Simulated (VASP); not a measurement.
# SrO (Immm) in VASP: notebook

SrO is run at these levels: PBE; tasks: single point.

All numbers are computed with VASP 6.6.1; they aren't measurements. Logs are shortened: lines on timing, memory, paths and dates and some standing lists are left out, and cuts for length are marked.

## (1) The cell of the first run

The structure is orthorhombic, space group Immm (No. 71). Conventional cell: a = 3.646 Å, b = 3.701 Å, c = 5.195 Å, α = 90.00°, β = 90.00°, γ = 90.00°. Within 3.4 Å of Sr (site symmetry mmm) lie 6 O at 2.60 Å. O (site symmetry mmm) has 6 Sr at 2.60 Å within 3.4 Å.

## (2) Single point, PBE (strain +0.0150 x Voigt [0, 0, 0, 0, 0, 1])

The input, INCAR:

```
PREC = Accurate
ENCUT = 520
EDIFF = 1E-6
ISMEAR = 0
SIGMA = 0.05
LREAL = F
LASPH = T
NELM = 80
ALGO = Normal
ISIF = 2
LWAVE = F
LCHARG = F
GGA = PE
NBANDS = 15
```

The input, KPOINTS:

```
regular mesh
0
Gamma
  8 8 8
```

The input, POSCAR:

```
SrO
1.0
    0.0194804382      2.5973917585      2.5973917585
    2.5973917585      0.0194804382      2.5973917585
    2.6168721967      2.6168721967      0.0000000000
Sr O
1 1
Direct
    0.0000000000      0.0000000000      0.0000000000
    0.5000000000      0.5000000000      0.5000000000
```

Potentials or basis: VASP PAW PBE potentials, release 64 (Sr_sv, O).

On the command line:

```
cat potpaw_PBE.64/Sr_sv/POTCAR potpaw_PBE.64/O/POTCAR > POTCAR
mpirun -np 1 vasp_std > vasp.out
```

OUTCAR:

```text
PREC = Accurate
   ENCUT = 520
   EDIFF = 1E-6
   ISMEAR = 0
   LREAL = F
   LASPH = T
   NELM = 80
   ISIF = 2
   GGA = PE

 ion  position               nearest neighbor table
   1  0.000  0.000  0.000-   2 2.60   2 2.60   2 2.60   2 2.60   2 2.60   2 2.60
   2  0.500  0.500  0.500-   1 2.60   1 2.60   1 2.60   1 2.60   1 2.60   1 2.60

  LATTYP: Found a body centered orthorhombic cell.
 ALAT       =     3.6457171518
 B/A-ratio  =     1.0151133501
 C/A-ratio  =     1.4249003147

  Lattice vectors:

 A1 = (   2.5973917585,   0.0194804382,  -2.5973917585)
 A2 = (  -2.5973917585,  -0.0194804382,  -2.5973917585)
 A3 = (   0.0194804382,   2.5973917585,   2.5973917585)

Analysis of symmetry for initial positions (statically):
=====================================================================
 Subroutine PRICEL returns:
 Original cell was already a primitive cell.

 Routine SETGRP: Setting up the symmetry group for a
 body centered orthorhombic supercell.

 Subroutine GETGRP returns: Found  8 space group operations
 (whereof  8 operations were pure point group operations)
 out of a pool of  8 trial point group operations.

The static configuration has the point symmetry D_2h.

Analysis of symmetry for dynamics (positions and initial velocities):
=====================================================================
 Subroutine PRICEL returns:
 Original cell was already a primitive cell.

 Routine SETGRP: Setting up the symmetry group for a
 body centered orthorhombic supercell.

 Subroutine GETGRP returns: Found  8 space group operations
 (whereof  8 operations were pure point group operations)
 out of a pool of  8 trial point group operations.

The dynamic configuration has the point symmetry D_2h.

 Subroutine INISYM returns: Found  8 space group operations
 (whereof  8 operations are pure point group operations),
 and found     1 'primitive' translations

----------------------------------------------------------------------------------------

                                     Primitive cell

  volume of cell :      35.0443

  direct lattice vectors                    reciprocal lattice vectors
     0.019480438  2.597391759  2.597391759    -0.193955469  0.193955469  0.192500803
     2.597391759  0.019480438  2.597391759     0.193955469 -0.193955469  0.192500803
     2.616872197  2.616872197  0.000000000     0.191067795  0.191067795 -0.192500803

  length of vectors
     3.673318307  3.673318307  3.700816152     0.335102980  0.335102980  0.331768539

  position of ions in fractional coordinates (direct lattice)
     0.000000000  0.000000000  0.000000000
     0.500000000  0.500000000  0.500000000

  ion indices of the primitive-cell ions
   primitive index   ion index
                 1           1
                 2           2

----------------------------------------------------------------------------------------

 KPOINTS: regular mesh

Automatic generation of k-mesh.
 Grid dimensions read from file:
 generate k-points for:    8    8    8

 Generating k-lattice:

  Cartesian coordinates                     Fractional coordinates (reciprocal lattice)
    -0.024244434  0.024244434  0.024062600     0.125000000 -0.000000000  0.000000000
     0.024244434 -0.024244434  0.024062600    -0.000000000  0.125000000  0.000000000
     0.023883474  0.023883474 -0.024062600     0.000000000  0.000000000  0.125000000

  Length of vectors
     0.041887873  0.041887873  0.041471067

  Shift w.r.t. Gamma in fractional coordinates (k-lattice)
     0.000000000  0.000000000  0.000000000

 Subroutine IBZKPT returns following result:
 ===========================================

 Found     95 irreducible k-points:

 Following reciprocal coordinates:
            Coordinates               Weight
  0.000000  0.000000  0.000000      1.000000
  0.125000 -0.000000  0.000000      4.000000
  0.250000 -0.000000  0.000000      4.000000
  0.375000 -0.000000  0.000000      4.000000
  0.500000 -0.000000  0.000000      2.000000
  0.125000  0.125000  0.000000      2.000000
[... 16 lines left out ...]
  0.125000  0.000000  0.125000      4.000000
  0.250000  0.000000  0.125000      8.000000
 [... further k-points ...]
   k-points           NKPTS =     95   k-points in BZ     NKDIM =     95   number of bands    NBANDS=     15
   number of dos      NEDOS =    301   number of ions     NIONS =      2
   total plane-waves  NPLWV =  21952
   dimension x,y,z NGX =    28 NGY =   28 NGZ =   28
   dimension x,y,z NGXF=    56 NGYF=   56 NGZF=   56
   ions per type =               1   1
   NGX,Y,Z   is equivalent  to a cutoff of  12.67, 12.67, 12.58 a.u.
   NGXF,Y,Z  is equivalent  to a cutoff of  25.34, 25.34, 25.16 a.u.
 SYSTEM =  unknown system
   PREC   = accura    normal or accurate (medium, high low for compatibility)
   ISTART =      0    job   : 0-new  1-cont  2-samecut
   ICHARG =      2    charge: 1-file 2-atom 10-const
   ISPIN  =      1    spin polarized calculation?
   LNONCOLLINEAR =      F non collinear calculations
   LSORBIT =      F    spin-orbit coupling
   LASPH  =      T    aspherical Exc in radial PAW
   ENCUT  =  520.0 eV  38.22 Ry    6.18 a.u.   6.83  6.83  6.88*2*pi/ulx,y,z
   NELM   =     80;   NELMIN=  2; NELMDL= -5     # of ELM steps
   EDIFF  = 0.1E-05   stopping-criterion for ELM
   LREAL  =      F    real-space projection
   EDIFFG = 0.1E-04   stopping-criterion for IOM
   NSW    =      0    number of steps for IOM
   IBRION =     -1    ionic relax: 0-MD 1-quasi-New 2-CG
   NFREE  =      0    steps in history (QN), initial steepest desc. (CG)
   ISIF   =      2    stress and relaxation
   ISYM   =      2    0-nonsym 1-usesym 2-fastsym
   POTIM  = 0.5000    time-step for ionic-motion
   TEBEG  =    0.0;   TEEND  =   0.0 temperature during run
   PSTRESS=    0.0 pullay stress
   NELECT =      16.0000    total number of electrons
   NUPDOWN=      -1.0000    fix difference up-down
   EMIN   =  10.00;   EMAX   =-10.00  energy-range for DOS
   EFERMI =   0.00;   METHOD = LEGACY
   ISMEAR =     0;   SIGMA  =   0.05  broadening in eV -4-tet -1-fermi 0-gaus
   EFERMI_NEDOS =   21; number of points for ismear=-14 and -15
   IALGO  =     38    algorithm
   IMIX   =      4    mixing-type and parameters
     AMIX     =   0.40;   BMIX     =  1.00
     AMIX_MAG =   1.60;   BMIX_MAG =  1.00
  volume/ion in A,a.u.               =      17.52       118.25
  Fermi-wavevector in a.u.,A,eV,Ry     =   1.260595  2.382179 21.621008  1.589099
  Thomas-Fermi vector in A             =   2.394096
   LORBIT       =      0    0 simple, 1 ext, 2 COOP (PROOUT), +10 PAW based schemes
   GGA     = PE    functional components
   LHFCALC =     F    Hartree Fock is set to
   AEXX    =    0.0000 exact exchange contribution
   IVDW    =     0    specifies the selected vdW correction
   LEPSILON=     F    determine dielectric tensor
   LRPA    =     F    only Hartree local field effects (RPA)
 non-spin polarized calculation
 Gauss-broadening in eV      SIGMA  =   0.05
  energy-cutoff  :      520.00
  volume of cell :       35.04
 maximum number of plane-waves:       957
   NGX = 13   NGY = 13   NGZ = 13

 number of electron      16.0000000 magnetization

 Free energy of the ion-electron system (eV)
  ---------------------------------------------------
  ext. energy  EPLUGINS =         0.00000000
  ---------------------------------------------------
  free energy    TOTEN  =       -12.05331627 eV

  energy without entropy =      -12.05331627  energy(sigma->0) =      -12.05331627

 E-fermi :   1.8895     XC(G=0):  -9.8830

 val. band max:        1.5389853838   @ k =   0.0000   0.0000   0.0000
 cond. band min:       4.8010077945   @ k =   0.5000   0.5000   0.0000
 fundamental gap:      3.2620224106
 Fermi energy:         1.8894610263

 k-point     1 :       0.0000    0.0000    0.0000
  band No.  band energies     occupation
      1     -30.9777      2.00000
      2     -13.5298      2.00000
      3     -12.6483      2.00000
      4     -12.6458      2.00000
      5     -12.6426      2.00000
      6       1.5061      2.00000
      7       1.5217      2.00000
      8       1.5390      2.00000
      9       5.2881      0.00000
     10       7.5739      0.00000
     11       7.6620      0.00000
     12       7.7539      0.00000
     13       9.7643      0.00000
     14       9.7646      0.00000
     15      14.0827      0.00000

 k-point     2 :       0.1250   -0.0000    0.0000
  band No.  band energies     occupation
      1     -30.9599      2.00000
      2     -13.9002      2.00000
      3     -12.6595      2.00000
      4     -12.6575      2.00000
      5     -12.3187      2.00000
      6       1.0868      2.00000
      7       1.3146      2.00000
      8       1.3410      2.00000
      9       5.9807      0.00000
     10       7.5528      0.00000
     11       7.8735      0.00000
     12       7.9973      0.00000
     13      10.1506      0.00000
     14      10.1509      0.00000
     15      15.0737      0.00000

 k-point     3 :       0.2500   -0.0000    0.0000
  band No.  band energies     occupation
      1     -30.9164      2.00000
      2     -14.4515      2.00000
      3     -12.6880      2.00000
      4     -12.6860      2.00000
      5     -11.8781      2.00000
      6       0.2806      2.00000
      7       0.9003      2.00000
      8       0.9367      2.00000
      9       7.4055      0.00000
     10       7.5492      0.00000
     11       8.6864      0.00000
     12       8.8192      0.00000
     13      11.1170      0.00000
     14      11.1184      0.00000
     15      17.0095      0.00000
[... 343 lines left out ...]
 k-point    23 :       0.1250    0.0000    0.1250
  band No.  band energies     occupation
      1     -30.9546      2.00000
      2     -13.9359      2.00000
      3     -12.6951      2.00000
      4     -12.6950      2.00000
      5     -12.2485      2.00000
      6       0.7892      2.00000
      7       1.4520      2.00000
      8       1.4530      2.00000
      9       6.0450      0.00000
     10       7.0026      0.00000
     11       8.2923      0.00000
     12       8.2964      0.00000
     13       9.9700      0.00000
     14      10.5328      0.00000
     15      15.3357      0.00000

 k-point    24 :       0.2500    0.0000    0.1250
  band No.  band energies     occupation
      1     -30.9197      2.00000
      2     -14.2979      2.00000
      3     -12.7433      2.00000
      4     -12.7200      2.00000
      5     -11.9981      2.00000
      6       0.3009      2.00000
      7       1.1396      2.00000
      8       1.2420      2.00000
      9       6.7241      0.00000
     10       7.0668      0.00000
     11       8.9403      0.00000
     12       9.1190      0.00000
     13      10.5418      0.00000
     14      11.3291      0.00000
     15      17.0283      0.00000

 [... further k-points ...]

------------------------ aborting loop because EDIFF is reached ----------------------------------------

  FORCE on cell =-STRESS in cart. coord.  units (eV):
  Direction    XX          YY          ZZ          XY          YZ          ZX
  --------------------------------------------------------------------------------------
  -------------------------------------------------------------------------------------
  Total        0.1140878      0.1140878      0.1107475     -0.1782052      0.0000000      0.0000000
  in kB        5.2159334      5.2159334      5.0632181     -8.1472854      0.0000000      0.0000000
  external PRESSURE =       5.1650283 kB  Pullay stress =       0.0000000 kB

 VOLUME and BASIS-vectors are now :
 -----------------------------------------------------------------------------
  energy-cutoff  :      520.00
  volume of cell :       35.04
      direct lattice vectors                 reciprocal lattice vectors
     0.019480438  2.597391759  2.597391759    -0.193955469  0.193955469  0.192500803
     2.597391759  0.019480438  2.597391759     0.193955469 -0.193955469  0.192500803
     2.616872197  2.616872197  0.000000000     0.191067795  0.191067795 -0.192500803

 POSITION                                       TOTAL-FORCE (eV/Angst)
 -----------------------------------------------------------------------------------
      0.00000      0.00000      0.00000         0.000000     -0.000000     -0.000000
      2.61687      2.61687      2.59739        -0.000000      0.000000      0.000000
 -----------------------------------------------------------------------------------
    total drift:                                0.000000      0.000000      0.000000

  FREE ENERGIE OF THE ION-ELECTRON SYSTEM (eV)
  ---------------------------------------------------
  free  energy   TOTEN  =       -12.0533162729 eV

  energy  without entropy=      -12.0533162729  energy(sigma->0) =      -12.05331627
```

Run time: 74 s. Hardware: 1 thread of AMD EPYC 7R13, shared host; peak memory 0.16 GiB.

What came out:

- Free energy: -12.0533 eV
- Pressure: 0.5 GPa
- Band gap on the k mesh: 3.26 eV, indirect (least direct gap 3.37 eV)

Caveat: the cell differs from its parent crystal (strain +0.0150 x Voigt [0, 0, 0, 0, 0, 1]).

## (3) Single point, PBE (strain +0.0050 x Voigt [0, 0, 0, 0, 0, 1])

The input, INCAR:

```
  ALGO = Normal
  EDIFF = 1E-7
  ENCUT = 520
  GGA = PE
  ISIF = 2
  ISMEAR = 0
  LASPH = T
  LCHARG = F
  LREAL = F
  LWAVE = F
  NBANDS = 15
  NELM = 100
  PREC = Accurate
  SIGMA = 0.05
```

The input, KPOINTS:

```
k-points
0
Gamma
  8 8 8
```

The input, POSCAR:

```
SrO
1.0
    0.0064934794      2.5973917585      2.5973917585
    2.5973917585      0.0064934794      2.5973917585
    2.6038852379      2.6038852379      0.0000000000
Sr O
1 1
Direct
    0.0000000000      0.0000000000      0.0000000000
    0.5000000000      0.5000000000      0.5000000000
```

Potentials or basis: VASP PAW PBE potentials, release 64 (Sr_sv, O).

On the command line:

```
cat potpaw_PBE.64/Sr_sv/POTCAR potpaw_PBE.64/O/POTCAR > POTCAR
mpirun -np 1 vasp_std > vasp.out
```

OUTCAR:

```text
EDIFF = 1E-7
   ENCUT = 520
   GGA = PE
   ISIF = 2
   ISMEAR = 0
   LASPH = T
   LREAL = F
   NELM = 100
   PREC = Accurate

 ion  position               nearest neighbor table
   1  0.000  0.000  0.000-   2 2.60   2 2.60   2 2.60   2 2.60   2 2.60   2 2.60
   2  0.500  0.500  0.500-   1 2.60   1 2.60   1 2.60   1 2.60   1 2.60   1 2.60

  LATTYP: Found a body centered orthorhombic cell.
 ALAT       =     3.6640834850
 B/A-ratio  =     1.0050125313
 C/A-ratio  =     1.4177579573

  Lattice vectors:

 A1 = (   2.5973917585,   0.0064934794,  -2.5973917585)
 A2 = (  -2.5973917585,  -0.0064934794,  -2.5973917585)
 A3 = (   0.0064934794,   2.5973917585,   2.5973917585)

Analysis of symmetry for initial positions (statically):
=====================================================================
 Subroutine PRICEL returns:
 Original cell was already a primitive cell.

 Routine SETGRP: Setting up the symmetry group for a
 body centered orthorhombic supercell.

 Subroutine GETGRP returns: Found  8 space group operations
 (whereof  8 operations were pure point group operations)
[... 178 lines left out ...]
      6       1.5161      2.00000
      7       1.5214      2.00000
      8       1.5270      2.00000
      9       5.2890      0.00000
     10       7.6332      0.00000
     11       7.6630      0.00000
     12       7.6932      0.00000
     13       9.7624      0.00000
     14       9.7624      0.00000
[... 401 lines left out ...]
      2     -14.2992      2.00000
      3     -12.7413      2.00000
      4     -12.7213      2.00000
      5     -11.9918      2.00000
      6       0.3021      2.00000
      7       1.1458      2.00000
      8       1.2432      2.00000
      9       6.7298      0.00000
     10       7.0560      0.00000
     11       8.9584      0.00000
     12       9.0973      0.00000
     13      10.5429      0.00000
     14      11.3313      0.00000
     15      16.9900      0.00000

 [... further k-points ...]

------------------------ aborting loop because EDIFF is reached ----------------------------------------

  FORCE on cell =-STRESS in cart. coord.  units (eV):
  Direction    XX          YY          ZZ          XY          YZ          ZX
  --------------------------------------------------------------------------------------
  -------------------------------------------------------------------------------------
  Total        0.1129686      0.1129686      0.1125380     -0.0593786      0.0000000      0.0000000
  in kB        5.1645034      5.1645034      5.1448174     -2.7145680      0.0000000      0.0000000
  external PRESSURE =       5.1579414 kB  Pullay stress =       0.0000000 kB

 VOLUME and BASIS-vectors are now :
 -----------------------------------------------------------------------------
  energy-cutoff  :      520.00
  volume of cell :       35.05
      direct lattice vectors                 reciprocal lattice vectors
     0.006493479  2.597391759  2.597391759    -0.192983261  0.192983261  0.192500803
     2.597391759  0.006493479  2.597391759     0.192983261 -0.192983261  0.192500803
     2.603885238  2.603885238  0.000000000     0.192020751  0.192020751 -0.192500803

 POSITION                                       TOTAL-FORCE (eV/Angst)
 -----------------------------------------------------------------------------------
      0.00000      0.00000      0.00000        -0.000000      0.000000      0.000000
      2.60389      2.60389      2.59739         0.000000     -0.000000      0.000000
 -----------------------------------------------------------------------------------
    total drift:                                0.000000      0.000000      0.000000

  FREE ENERGIE OF THE ION-ELECTRON SYSTEM (eV)
  ---------------------------------------------------
  free  energy   TOTEN  =       -12.0545087483 eV

  energy  without entropy=      -12.0545087483  energy(sigma->0) =      -12.05450875
```

Wall time 72 s (1 thread of AMD EPYC 7R13, shared host); peak memory 0.16 GiB.

What came out:

* Free energy: -12.0545 eV
* Pressure: 0.5 GPa
* Band gap on the k mesh: 3.27 eV, indirect (least direct gap 3.38 eV)

Stress tensor (GPa, compression positive):
```
 0.52 -0.27  0.00
-0.27  0.52  0.00
 0.00  0.00  0.51
```

Caveat: the cell differs from its parent crystal (strain +0.0050 x Voigt [0, 0, 0, 0, 0, 1]). A k mesh can miss the band edges.
